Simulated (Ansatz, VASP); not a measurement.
# One calculation of SbP, two programs

```
Sb P
1.0
     1.98399    1.14546    3.50061
    -1.98399    1.14546    3.50061
     0.00000   -2.29091    3.50061
Sb P
1 1
Direct
  0.48126 0.48126 0.48126
  0.01949 0.01949 0.01949
```

Change from the starting cell: the structure that the rattled cell fell into.

Alike in both runs: functional PBE; k mesh 18 × 18 × 18; occupations gaussian, width 0.1 eV; no spin polarisation.

Ansatz relaxed the structure, and its values are those at the end. VASP's run is a single point on that final structure, the one shown.

```csv
,VASP,Ansatz
version,VASP 6.6.1,Ansatz 0.2.0
potentials or method,"VASP PAW PBE potentials, release 64 (Sb, P), cutoff 520 eV","scalar-relativistic, plane waves, PAW"
valence electrons in the cell,10,20
```

Ansatz gave:

```
gap on the k mesh at the Fermi level (eV) : none
pressure (GPa)                            : 0.0
rms of the force components (eV/Å)        : 0.001
```

Problem. What did VASP give for the same quantities?

Solution. gap on the k mesh at the Fermi level (eV): none; pressure (GPa): 0.0; rms of the force components (eV/Å): 0.014.

A gap of «none» marks a metal or a gap that the smearing closes. VASP's potentials hold 10 valence electrons a cell and Ansatz's 20, so a difference there can come from the potentials and not from the codes.

Spin-orbit coupling is off throughout.
